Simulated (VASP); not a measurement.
A run of VASP 6.6.1 is set up as follows.

File INCAR:

```
SYSTEM = Hf
PREC     = Accurate       ! precision mode
ENCUT    = 520            ! plane-wave cutoff, eV
EDIFF    = 1E-6           ! SCF threshold, eV
ISMEAR   = -1             ! smearing method
SIGMA    = 0.08           ! smearing width, eV
LREAL    = .False.        ! projectors in reciprocal space
LASPH    = .True.         ! aspherical terms in the spheres
NELM     = 80             ! most SCF steps
ALGO     = Normal         ! electronic algorithm
ISIF     = 2              ! what is computed and relaxed
LWAVE    = .False.        ! write WAVECAR
LCHARG   = .False.        ! write CHGCAR
LDIPOL   = .True.       
IDIPOL   = 3            
DIPOL    = 0.5 0.5 0.500
GGA      = PS             ! functional
NBANDS   = 39             ! bands
```

File KPOINTS:

```
regular mesh
0
Gamma
  12 12 1
  0 0 0
```

File POSCAR:

```
Hf
1.0
    3.1584504466      0.0000000000      0.0000000000
   -1.5792252233      2.7352983234      0.0000000000
    0.0000000000      0.0000000000     28.5045000000
Hf
6
Direct
    0.8333333333      0.1666666667      0.2841507141
    0.1666666667      0.8333333333      0.3665133320
    0.8333333333      0.1666666667      0.4567555169
    0.1666666667      0.8333333333      0.5432444830
    0.8333333333      0.1666666667      0.6334866686
    0.1666666667      0.8333333333      0.7158492855
```

Potentials or basis: VASP PAW PBE potentials, release 64 (Hf_pv).

Launch:

```sh
$ cat potpaw_PBE.64/Hf_pv/POTCAR > POTCAR
$ mpirun -np 1 vasp_std > vasp.out
```

(1) What does it give for the largest force?

(2) What does it give for the band gap on the k mesh?

Answers

(1) 0.044 eV/Å.

(2) zero (bands 30 and 31 overlap by 1.52 eV).

Caveat: the PAW data sets were made with another functional, which shifts forces and pressure a little; spin-orbit coupling is left out, which moves the levels of the heavy elements.
